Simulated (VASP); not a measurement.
# Ca3C5 (F-43m) in VASP: notebook

Ca3C5 is run at these levels: PBE; tasks: single point, relaxation of cell and atoms.

Everything below comes from runs of VASP 6.6.1. Logs are shortened: lines on timing, memory, paths and dates and some standing lists are left out, and cuts for length are marked.

### 1 The cell of the first run

Symmetry: F-43m, No. 216, cubic system. The conventional cell has a = 8.571 Å, b = 8.571 Å, c = 8.571 Å, α = 90.00°, β = 90.00°, γ = 90.00°. Within 3.0 Å of Ca (site symmetry -43m) lie 4 C at 2.28 Å. Ca (site symmetry -43m) has 16 C at 3.50 to 3.71 Å and 10 Ca at 3.71 to 4.29 Å within 4.6 Å. Ca (site symmetry -43m) has 18 C at 3.65 to 4.29 Å and 8 Ca at 3.71 Å within 4.8 Å. Within 1.9 Å of C (site symmetry 3m) lie 1 C at 1.43 Å. C (site symmetry -43m) has 4 C at 1.43 Å within 1.9 Å.

### 2 Single point, PBE

File INCAR:

```
  PREC = Accurate
  ENCUT = 520
  EDIFF = 1E-7
  ISMEAR = 0
  SIGMA = 0.02
  LREAL = F
  LASPH = T
  NELM = 60
  ALGO = Normal
  ISIF = 2
  LWAVE = F
  LCHARG = F
  GGA = PE
  NBANDS = 35
```

File KPOINTS:

```
Automatic mesh
0
Gamma
  6 6 6
```

File POSCAR:

```
Ca3C5
1.0
    0.0000000000      4.2853821972      4.2853821972
    4.2853821972      0.0000000000      4.2853821972
    4.2853821972      4.2853821972      0.0000000000
Ca C
3 5
Direct
    0.2500000000      0.2500000000      0.2500000000
    0.7500000000      0.7500000000      0.7500000000
    0.0000000000      0.0000000000      0.0000000000
    0.4037887664      0.7886337009      0.4037887664
    0.4037887664      0.4037887664      0.4037887664
    0.7886337009      0.4037887664      0.4037887664
    0.4037887664      0.4037887664      0.7886337009
    0.5000000000      0.5000000000      0.5000000000
```

Potentials or basis: VASP PAW PBE potentials, release 64 (Ca_sv, C).

Run with:

```sh
cat potpaw_PBE.64/Ca_sv/POTCAR potpaw_PBE.64/C/POTCAR > POTCAR
mpirun -np 1 vasp_std > vasp.out
```

OUTCAR:

```text
PREC = Accurate
   ENCUT = 520
   EDIFF = 1E-7
   ISMEAR = 0
   LREAL = F
   LASPH = T
   NELM = 60
   ISIF = 2
   GGA = PE

 ion  position               nearest neighbor table
   1  0.250  0.250  0.250-   4 2.28   6 2.28   7 2.28   5 2.28
   2  0.750  0.750  0.750-
   3  0.000  0.000  0.000-
   4  0.404  0.789  0.404-   8 1.43   1 2.28
   5  0.404  0.404  0.404-   8 1.43   1 2.28
   6  0.789  0.404  0.404-   8 1.43   1 2.28
   7  0.404  0.404  0.789-   8 1.43   1 2.28
   8  0.500  0.500  0.500-   5 1.43   4 1.43   6 1.43   7 1.43

  LATTYP: Found a face centered cubic cell.
 ALAT       =     8.5707643944

  Lattice vectors:

 A1 = (   0.0000000000,   4.2853821972,   4.2853821972)
 A2 = (   4.2853821972,   0.0000000000,   4.2853821972)
 A3 = (   4.2853821972,   4.2853821972,   0.0000000000)

Analysis of symmetry for initial positions (statically):
=====================================================================
 Subroutine PRICEL returns:
 Original cell was already a primitive cell.

 Routine SETGRP: Setting up the symmetry group for a
 face centered cubic supercell.

 Subroutine GETGRP returns: Found 24 space group operations
 (whereof 24 operations were pure point group operations)
 out of a pool of 48 trial point group operations.

The static configuration has the point symmetry T_d .

Analysis of symmetry for dynamics (positions and initial velocities):
=====================================================================
 Subroutine PRICEL returns:
 Original cell was already a primitive cell.

 Routine SETGRP: Setting up the symmetry group for a
 face centered cubic supercell.

 Subroutine GETGRP returns: Found 24 space group operations
 (whereof 24 operations were pure point group operations)
 out of a pool of 48 trial point group operations.

The dynamic configuration has the point symmetry T_d .

 Subroutine INISYM returns: Found 24 space group operations
 (whereof 24 operations are pure point group operations),
 and found     1 'primitive' translations

----------------------------------------------------------------------------------------

                                     Primitive cell

  volume of cell :     157.3978

  direct lattice vectors                    reciprocal lattice vectors
     0.000000000  4.285382197  4.285382197    -0.116675708  0.116675708  0.116675708
     4.285382197  0.000000000  4.285382197     0.116675708 -0.116675708  0.116675708
     4.285382197  4.285382197  0.000000000     0.116675708  0.116675708 -0.116675708

  length of vectors
     6.060445623  6.060445623  6.060445623     0.202088253  0.202088253  0.202088253

  position of ions in fractional coordinates (direct lattice)
     0.250000000  0.250000000  0.250000000
     0.750000000  0.750000000  0.750000000
     0.000000000  0.000000000  0.000000000
     0.403788766  0.788633701  0.403788766
     0.403788766  0.403788766  0.403788766
     0.788633701  0.403788766  0.403788766
     0.403788766  0.403788766  0.788633701
     0.500000000  0.500000000  0.500000000

  ion indices of the primitive-cell ions
   primitive index   ion index
                 1           1
                 2           2
                 3           3
                 4           4
                 5           5
                 6           6
                 7           7
                 8           8

----------------------------------------------------------------------------------------

 KPOINTS: Automatic mesh

Automatic generation of k-mesh.
 Grid dimensions read from file:
 generate k-points for:    6    6    6

 Generating k-lattice:

  Cartesian coordinates                     Fractional coordinates (reciprocal lattice)
    -0.019445951  0.019445951  0.019445951     0.166666667  0.000000000  0.000000000
     0.019445951 -0.019445951  0.019445951     0.000000000  0.166666667  0.000000000
     0.019445951  0.019445951 -0.019445951     0.000000000  0.000000000  0.166666667

  Length of vectors
     0.033681376  0.033681376  0.033681376

  Shift w.r.t. Gamma in fractional coordinates (k-lattice)
     0.000000000  0.000000000  0.000000000

 Subroutine IBZKPT returns following result:
 ===========================================

 Found     16 irreducible k-points:

 Following reciprocal coordinates:
            Coordinates               Weight
  0.000000  0.000000  0.000000      1.000000
  0.166667  0.000000  0.000000      8.000000
  0.333333  0.000000  0.000000      8.000000
  0.500000  0.000000  0.000000      4.000000
  0.166667  0.166667  0.000000      6.000000
  0.333333  0.166667  0.000000     24.000000
[... 8 lines left out ...]
 -0.333333  0.333333  0.166667     24.000000
 -0.333333  0.500000  0.166667     12.000000
   k-points           NKPTS =     16   k-points in BZ     NKDIM =     16   number of bands    NBANDS=     35
   number of dos      NEDOS =    301   number of ions     NIONS =      8
   total plane-waves  NPLWV = 110592
   dimension x,y,z NGX =    48 NGY =   48 NGZ =   48
   dimension x,y,z NGXF=    96 NGYF=   96 NGZF=   96
   ions per type =               3   5
   NGX,Y,Z   is equivalent  to a cutoff of  13.17, 13.17, 13.17 a.u.
   NGXF,Y,Z  is equivalent  to a cutoff of  26.33, 26.33, 26.33 a.u.
 SYSTEM =  unknown system
   PREC   = accura    normal or accurate (medium, high low for compatibility)
   ISTART =      0    job   : 0-new  1-cont  2-samecut
   ICHARG =      2    charge: 1-file 2-atom 10-const
   ISPIN  =      1    spin polarized calculation?
   LNONCOLLINEAR =      F non collinear calculations
   LSORBIT =      F    spin-orbit coupling
   LASPH  =      T    aspherical Exc in radial PAW
   ENCUT  =  520.0 eV  38.22 Ry    6.18 a.u.  11.27 11.27 11.27*2*pi/ulx,y,z
   NELM   =     60;   NELMIN=  2; NELMDL= -5     # of ELM steps
   EDIFF  = 0.1E-06   stopping-criterion for ELM
   LREAL  =      F    real-space projection
   EDIFFG = 0.1E-05   stopping-criterion for IOM
   NSW    =      0    number of steps for IOM
   IBRION =     -1    ionic relax: 0-MD 1-quasi-New 2-CG
   NFREE  =      0    steps in history (QN), initial steepest desc. (CG)
   ISIF   =      2    stress and relaxation
   ISYM   =      2    0-nonsym 1-usesym 2-fastsym
   POTIM  = 0.5000    time-step for ionic-motion
   TEBEG  =    0.0;   TEEND  =   0.0 temperature during run
   PSTRESS=    0.0 pullay stress
   NELECT =      50.0000    total number of electrons
   NUPDOWN=      -1.0000    fix difference up-down
   EMIN   =  10.00;   EMAX   =-10.00  energy-range for DOS
   EFERMI =   0.00;   METHOD = LEGACY
   ISMEAR =     0;   SIGMA  =   0.02  broadening in eV -4-tet -1-fermi 0-gaus
   EFERMI_NEDOS =   21; number of points for ismear=-14 and -15
   IALGO  =     38    algorithm
   IMIX   =      4    mixing-type and parameters
     AMIX     =   0.40;   BMIX     =  1.00
     AMIX_MAG =   1.60;   BMIX_MAG =  1.00
  volume/ion in A,a.u.               =      19.67       132.77
  Fermi-wavevector in a.u.,A,eV,Ry     =   1.117031  2.110883 16.976785  1.247759
  Thomas-Fermi vector in A             =   2.253650
   LORBIT       =      0    0 simple, 1 ext, 2 COOP (PROOUT), +10 PAW based schemes
   GGA     = PE    functional components
   LHFCALC =     F    Hartree Fock is set to
   AEXX    =    0.0000 exact exchange contribution
   IVDW    =     0    specifies the selected vdW correction
   LEPSILON=     F    determine dielectric tensor
   LRPA    =     F    only Hartree local field effects (RPA)
 non-spin polarized calculation
 Gauss-broadening in eV      SIGMA  =   0.02
  energy-cutoff  :      520.00
  volume of cell :      157.40
 maximum number of plane-waves:      4279
 NGX is ok and might be reduce to    48
   NGX = 23   NGY = 23   NGZ = 23

 number of electron      49.9999998 magnetization

 Free energy of the ion-electron system (eV)
  ---------------------------------------------------
  ext. energy  EPLUGINS =         0.00000000
  ---------------------------------------------------
  free energy    TOTEN  =       -41.97956506 eV

  energy without entropy =      -41.97956506  energy(sigma->0) =      -41.97956506

 E-fermi :   2.2897     XC(G=0):  -8.7983

 val. band max:        2.1379928479   @ k =  -0.3333   0.5000   0.1667
 cond. band min:       2.8030278839   @ k =   0.5000   0.5000   0.0000
 fundamental gap:      0.6650350359
 Fermi energy:         2.2897255353

 k-point     1 :       0.0000    0.0000    0.0000
  band No.  band energies     occupation
      1     -40.1446      2.00000
      2     -40.0038      2.00000
      3     -36.0888      2.00000
      4     -21.1102      2.00000
      5     -21.1102      2.00000
      6     -21.1102      2.00000
[... 27 lines left out ...]
     34       5.2877      0.00000
     35       5.8505      0.00000

 k-point     2 :       0.1667    0.0000    0.0000
  band No.  band energies     occupation
      1     -40.1444      2.00000
      2     -40.0039      2.00000
      3     -36.0887      2.00000
      4     -21.1108      2.00000
      5     -21.1108      2.00000
      6     -21.1101      2.00000
[... 27 lines left out ...]
     34       5.3117      0.00000
     35       5.4504      0.00000

 k-point     3 :       0.3333    0.0000    0.0000
  band No.  band energies     occupation
      1     -40.1443      2.00000
      2     -40.0041      2.00000
      3     -36.0888      2.00000
      4     -21.1121      2.00000
      5     -21.1121      2.00000
      6     -21.1099      2.00000
[... 27 lines left out ...]
     34       5.2566      0.00000
     35       5.3000      0.00000
[... 419 lines left out ...]
 k-point    15 :      -0.3333    0.3333    0.1667
  band No.  band energies     occupation
      1     -40.1441      2.00000
      2     -40.0043      2.00000
      3     -36.0887      2.00000
      4     -21.1156      2.00000
      5     -21.1144      2.00000
      6     -21.1060      2.00000
[... 27 lines left out ...]
     34       5.2216      0.00000
     35       5.3877      0.00000

 k-point    16 :      -0.3333    0.5000    0.1667
  band No.  band energies     occupation
      1     -40.1440      2.00000
      2     -40.0043      2.00000
      3     -36.0887      2.00000
      4     -21.1157      2.00000
      5     -21.1154      2.00000
      6     -21.1051      2.00000
[... 27 lines left out ...]
     34       5.1325      0.00000
     35       5.3632      0.00000

------------------------ aborting loop because EDIFF is reached ----------------------------------------

  FORCE on cell =-STRESS in cart. coord.  units (eV):
  Direction    XX          YY          ZZ          XY          YZ          ZX
  --------------------------------------------------------------------------------------
  -------------------------------------------------------------------------------------
  Total        0.1932307      0.1932307      0.1932307      0.0000000     -0.0000000     -0.0000000
  in kB        1.9669260      1.9669260      1.9669260      0.0000000     -0.0000000     -0.0000000
  external PRESSURE =       1.9669260 kB  Pullay stress =       0.0000000 kB

 VOLUME and BASIS-vectors are now :
 -----------------------------------------------------------------------------
  energy-cutoff  :      520.00
  volume of cell :      157.40
      direct lattice vectors                 reciprocal lattice vectors
     0.000000000  4.285382197  4.285382197    -0.116675708  0.116675708  0.116675708
     4.285382197  0.000000000  4.285382197     0.116675708 -0.116675708  0.116675708
     4.285382197  4.285382197  0.000000000     0.116675708  0.116675708 -0.116675708

 POSITION                                       TOTAL-FORCE (eV/Angst)
 -----------------------------------------------------------------------------------
      2.14269      2.14269      2.14269        -0.000000     -0.000000     -0.000000
      6.42807      6.42807      6.42807        -0.000000     -0.000000     -0.000000
      0.00000      0.00000      0.00000        -0.000000     -0.000000     -0.000000
      5.10999      3.46078      5.10999         0.016759     -0.016759      0.016759
      3.46078      3.46078      3.46078        -0.016759     -0.016759     -0.016759
      3.46078      5.10999      5.10999        -0.016759      0.016759      0.016759
      5.10999      5.10999      3.46078         0.016759      0.016759     -0.016759
      4.28538      4.28538      4.28538        -0.000000     -0.000000     -0.000000
 -----------------------------------------------------------------------------------
    total drift:                                0.000000      0.000000      0.000000

  FREE ENERGIE OF THE ION-ELECTRON SYSTEM (eV)
  ---------------------------------------------------
  free  energy   TOTEN  =       -41.9795650636 eV

  energy  without entropy=      -41.9795650636  energy(sigma->0) =      -41.97956506
```

Run time: 3.2 min. Hardware: 1 thread of AMD EPYC 7R43 (Zen 3), shared host; peak memory 0.31 GiB.

Results:

* Free energy: -41.9796 eV
* Pressure: 0.2 GPa
* Largest force: 0.029 eV/Å
* Band gap on the k mesh: 0.67 eV, indirect (least direct gap 0.68 eV)

Forces in eV/Å, atoms in the order of the input:
```
Ca   0.000  0.000  0.000
Ca   0.000  0.000  0.000
Ca   0.000  0.000  0.000
C    0.017 -0.017  0.017
C   -0.017 -0.017 -0.017
C   -0.017  0.017  0.017
C    0.017  0.017 -0.017
C    0.000  0.000  0.000
```

A k mesh can miss the band edges. PBE gaps usually lie below the measured ones, often by a third to a half.

### 3 Single point, PBE, collinear spin, ferromagnetic start

This run uses another cell than the first one, of 12.74 Å³/atom, 0.648 times its volume.

File INCAR:

```
PREC = Accurate ; ENCUT = 520
EDIFF = 1E-6 ; ISMEAR = 0
SIGMA = 0.1 ; LREAL = F
LASPH = T ; NELM = 150
ALGO = Normal ; ISIF = 2
LWAVE = F ; LCHARG = F
ISPIN = 2 ; MAGMOM = 0 0 0 1 1 1 1 1
LORBIT = 11 ; GGA = PE
NBANDS = 39
```

File KPOINTS:

```
regular mesh
0
Gamma
  4 4 4
```

File POSCAR:

```
Ca3C5
1.0
    0.0000000000      3.7079023200      3.7079023200
    3.7079023200      0.0000000000      3.7079023200
    3.7079023200      3.7079023200      0.0000000000
Ca C
3 5
Direct
    0.7500000000      0.7500000000      0.7500000000
    0.2500000000      0.2500000000      0.2500000000
    0.0000000000      0.0000000000      0.0000000000
    0.5578561400      0.5578561400      0.5578561400
    0.5578561400      0.5578561400      0.3264315800
    0.5578561400      0.3264315800      0.5578561400
    0.3264315800      0.5578561400      0.5578561400
    0.5000000000      0.5000000000      0.5000000000
```

Potentials or basis: VASP PAW PBE potentials, release 64 (Ca_sv, C).

Run with:

```sh
cat potpaw_PBE.64/Ca_sv/POTCAR potpaw_PBE.64/C/POTCAR > POTCAR
mpirun -np 1 vasp_std > vasp.out
```

Run time: 2.6 min. Hardware: 1 thread of AMD EPYC 7R43 (Zen 3), shared host; peak memory 0.27 GiB.

Results (log left out):

```yaml
Free_energy: 125.0517 eV
Pressure: 366.7 GPa
Largest_force: 227.759 eV/Å
Band_gap_on_the_k_mesh: zero (filled and empty bands overlap)
Net_moment: 0.00 μB per cell
Valence_electrons_inside_the_program's_atomic_spheres: Ca 8.36, 8.22, 8.26; C 3.87, 6.40
```

Forces in eV/Å, atoms in the order of the input:
```
Ca     0.000    0.000    0.000
Ca     0.000    0.000    0.000
Ca     0.000    0.000    0.000
C    131.497  131.497  131.497
C   -131.497 -131.497  131.497
C   -131.497  131.497 -131.497
C    131.497 -131.497 -131.497
C      0.000    0.000    0.000
```

Levels at points of the mesh, in eV from the Fermi level:
Spin up:
| k point | band 22 | band 23 | band 24 | band 25 | band 26 | band 27 | band 28 | band 29 |
| --- | --- | --- | --- | --- | --- | --- | --- | --- |
| (0.00, 0.00, 0.00) | -6.52 | -0.67 | -0.67 | -0.67 | -0.40 | 0.25 | 0.25 | 1.53 |
| (0.50, 0.00, 0.00) | -6.56 | -1.79 | -0.35 | -0.35 | 0.16 | 0.37 | 0.37 | 1.43 |
| (0.50, 0.50, 0.00) | -6.48 | -2.41 | -0.70 | 0.17 | 0.17 | 0.57 | 1.35 | 1.35 |
Spin down:
| k point | band 21 | band 22 | band 23 | band 24 | band 25 | band 26 | band 27 | band 28 | band 29 | band 30 |
| --- | --- | --- | --- | --- | --- | --- | --- | --- | --- | --- |
| (0.00, 0.00, 0.00) | -6.52 | -6.52 | -0.67 | -0.67 | -0.67 | -0.40 | 0.25 | 0.25 | 1.53 | 1.53 |
| (0.50, 0.00, 0.00) | -6.56 | -6.56 | -1.79 | -0.35 | -0.35 | 0.16 | 0.37 | 0.37 | 1.43 | 1.43 |
| (0.50, 0.50, 0.00) | -6.48 | -6.48 | -2.41 | -0.70 | 0.17 | 0.17 | 0.57 | 1.35 | 1.35 | 1.87 |

Caveat: the k points lie up to 0.37 Å⁻¹ apart; forces of over 1 eV/Å act on the atoms, so gaps and moduli don't describe the material at rest.

### 4 Relaxation of cell and atoms, PBE

This run uses another cell than the first one, of 19.58 Å³/atom, 0.995 times its volume.

File INCAR:

```
PREC = Accurate
ENCUT = 600
EDIFF = 1E-7
ISMEAR = 0
SIGMA = 0.02
LREAL = False
LASPH = True
NELM = 80
ALGO = Normal
ISIF = 3
LWAVE = False
LCHARG = False
GGA = PE
IBRION = 2
NSW = 100
EDIFFG = -0.01
```

File KPOINTS:

```
regular mesh
0
Gamma
  6 6 6
```

File POSCAR:

```
Ca3C5
1.0
    0.0000000000      4.2782099802      4.2782099802
    4.2782099802      0.0000000000      4.2782099802
    4.2782099802      4.2782099802      0.0000000000
Ca C
3 5
Direct
    0.2500000000      0.2500000000      0.2500000000
    0.7500000000      0.7500000000      0.7500000000
    0.0000000000      0.0000000000      0.0000000000
    0.4036835420      0.7889493739      0.4036835420
    0.4036835420      0.4036835420      0.4036835420
    0.7889493739      0.4036835420      0.4036835420
    0.4036835420      0.4036835420      0.7889493739
    0.5000000000      0.5000000000      0.5000000000
```

Run with:

```sh
cat potpaw_PBE.64/Ca_sv/POTCAR potpaw_PBE.64/C/POTCAR > POTCAR
mpirun -np 1 vasp_std > vasp.out
```

It took 11 min on 1 thread of AMD EPYC 7R43 (Zen 3), shared host; peak memory 0.34 GiB.

It converged, with:

* Free energy: -41.9856 eV
* Relaxed volume: 19.71 Å³/atom
* Relaxed cell: a = 6.064 Å, b = 6.064 Å, c = 6.064 Å, α = 60.00°, β = 60.00°, γ = 60.00°
* Space group after relaxing (to 0.05 Å): F-43m (No. 216)
* Energy gained by relaxing: 0.2 meV/atom
* Ionic steps: 5
* Pressure after relaxing: 0.0 GPa
* Band gap on the k mesh: 0.67 eV, indirect (least direct gap 0.68 eV)

The path:
```csv
step,energy change (eV),largest force (eV/Å),pressure (GPa),volume (Å³)
1,0.0000,0.0126,0.41,156.61
2,-0.0009,0.1092,-0.12,157.74
3,-0.0010,0.0749,0.03,157.42
4,-0.0012,0.0479,-0.01,157.89
5,-0.0013,0.0007,0.00,157.71
```

Final structure:
```
Ca C
1.0
     0.00000    4.28819    4.28819
     4.28819    0.00000    4.28819
     4.28819    4.28819    0.00000
Ca C
3 5
Direct
  0.25000 0.25000 0.25000
  0.75000 0.75000 0.75000
  0.00000 0.00000 0.00000
  0.40379 0.78864 0.40379
  0.40379 0.40379 0.40379
  0.78864 0.40379 0.40379
  0.40379 0.40379 0.78864
  0.50000 0.50000 0.50000
```

Levels at points of the mesh, in eV from the valence-band top:
```
           k point  band 21  band 22  band 23  band 24  band 25  band 26  band 27  band 28  band 29  band 30
(0.00, 0.00, 0.00)    -1.70    -1.70    -0.26    -0.26    -0.26     0.72     1.97     1.97     1.97     2.58
(0.50, 0.00, 0.00)    -1.65    -1.41    -1.41    -0.13    -0.13     0.81     0.81     1.27     2.61     2.64
(0.50, 0.50, 0.00)    -2.13    -1.42    -0.89    -0.10    -0.10     0.67     1.56     1.56     1.98     1.98
```

A k mesh can miss the band edges. A hybrid or GW would open this gap; PBE tends to underestimate it.

### 5 Summary

| task | spin | cell | k mesh | cutoff (eV) | smearing | gap on the mesh (eV) | pressure (GPa) | largest force (eV/Å) |
| --- | --- | --- | --- | --- | --- | --- | --- | --- |
| single point | off | a = 6.060 Å, angles 60.0°, 8 atoms | 6 × 6 × 6 | 520 | gaussian 0.02 eV | 0.67 | 0.2 | 0.03 |
| single point | collinear, ferromagnetic start | a = 5.244 Å, angles 60.0°, 8 atoms | 4 × 4 × 4 | 520 | gaussian 0.1 eV | none | 366.7 | 227.76 |
| relaxation of cell and atoms | off | relaxed from a = 6.050 Å, angles 60.0°, 8 atoms | 6 × 6 × 6 | 600 | gaussian 0.02 eV | 0.67 | 0.0 | - |

Alike in all rows: level PBE; potentials or basis VASP PAW PBE potentials, release 64 (Ca_sv, C).

Caveats: some runs use coarse meshes; forces of over 1 eV/Å act on the atoms, so gaps and moduli don't describe the material at rest (some runs).

Absolute energies hang on the potentials; compare differences alone.
